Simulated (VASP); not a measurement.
Input of a VASP 6.6.1 run:

The input INCAR:

```
  ALGO = Normal
  EDIFF = 1E-7
  ENCUT = 520
  GGA = PE
  ISIF = 2
  ISMEAR = 0
  LASPH = T
  LCHARG = T
  LELF = T
  LREAL = F
  LVHAR = T
  LWAVE = F
  NBANDS = 22
  NELM = 80
  PREC = Accurate
  SIGMA = 0.01
```

Contents of KPOINTS:

```
k-points
0
Gamma
  1 1 1
```

File POSCAR:

```
H4PtS2
1.0
   10.3900000000      0.0000000000      0.0000000000
    0.0000000000     11.6800000000      0.0000000000
    0.0000000000      0.0000000000     14.4100000000
Pt S H
1 2 4
Direct
    0.5437362800      0.4999143800      0.5000124900
    0.5564427300      0.5022149000      0.6550999300
    0.5564427300      0.4976130100      0.3449250500
    0.5670442700      0.6145539400      0.6802428900
    0.4331087600      0.4976215800      0.6877418500
    0.5670442700      0.3852739700      0.3197821000
    0.4331087600      0.5022063400      0.3122831400
```

Potentials or basis: VASP PAW PBE potentials, release 64 (Pt, S, H).

Run with:

```bash
$ cat potpaw_PBE.64/Pt/POTCAR potpaw_PBE.64/S/POTCAR potpaw_PBE.64/H/POTCAR > POTCAR
$ mpirun -np 1 vasp_gam > vasp.out
```

Task: What does it give for the gap between the frontier levels?

Result: 3.21 eV.

Task: Predict the largest force.

Result: 0.470 eV/Å.

Forces in eV/Å, atoms in the order of the input:
```
Pt   0.022  0.000  0.000
S   -0.010 -0.001 -0.470
S   -0.010  0.001  0.470
H   -0.033 -0.049 -0.026
H    0.032  0.032 -0.027
H   -0.033  0.049  0.026
H    0.032 -0.032  0.027
```

Caveat: spin-orbit coupling is left out, which moves the levels of the heavy elements.
